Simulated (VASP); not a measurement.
The system is SiC.

```
Si C
1.0
     2.95817    0.00000    0.00000
    -1.47908    2.56185    0.00000
     0.00000    0.00000    4.83069
Si C
2 2
Direct
  0.33333 0.66667 0.00000
  0.66667 0.33333 0.50000
  0.33333 0.66667 0.37500
  0.66667 0.33333 0.87500
```

```yaml
Program: VASP 6.6.1
Task: relaxation of cell and atoms
Functional: PBE
Potentials_or_basis: VASP PAW PBE potentials, release 64 (Si, C)
Cutoff: 600 eV
k_mesh: 12 × 12 × 6
Occupations: fermi-dirac, width 0.02 eV
Spin: no spin polarisation
```

At the start: pressure 38.0 GPa; volume 9.15 Å³/atom.

Task: How do energy, volume and symmetry change on relaxing?

Result: Over 9 steps the energy falls by 143.4 meV/atom and the volume is 10.50 Å³/atom (+14.7 %); space group P6_3mc (No. 186, to 0.05 Å).

The path:
```
step  energy change (eV)  largest force (eV/Å)  pressure (GPa)  volume (Å³)
   1              0.0000                0.1667           38.05        36.61
   2              0.0849                0.1325          -24.84        49.37
   3             -0.5728                0.0723           -0.84        42.16
   4             -0.5732                0.0691           -0.09        42.01
   5             -0.5731                0.0665            0.48        41.90
   6             -0.5733                0.0403            0.39        41.92
   7             -0.5734                0.0006            0.42        41.91
   8             -0.5735                0.0045           -0.28        42.05
   9             -0.5735                0.0024           -0.02        42.00
```

Final structure:
```xyz
4
Lattice="3.0918 0.0000 0.0000 -1.5459 2.6775 0.0000 0.0000 0.0000 5.0731" Properties=species:S:1:pos:R:3 pbc="T T T"
Si    0.0000    1.7850    5.0708
Si    1.5459    0.8925    2.5343
C     0.0000    1.7850    1.9046
C     1.5459    0.8925    4.4412
```
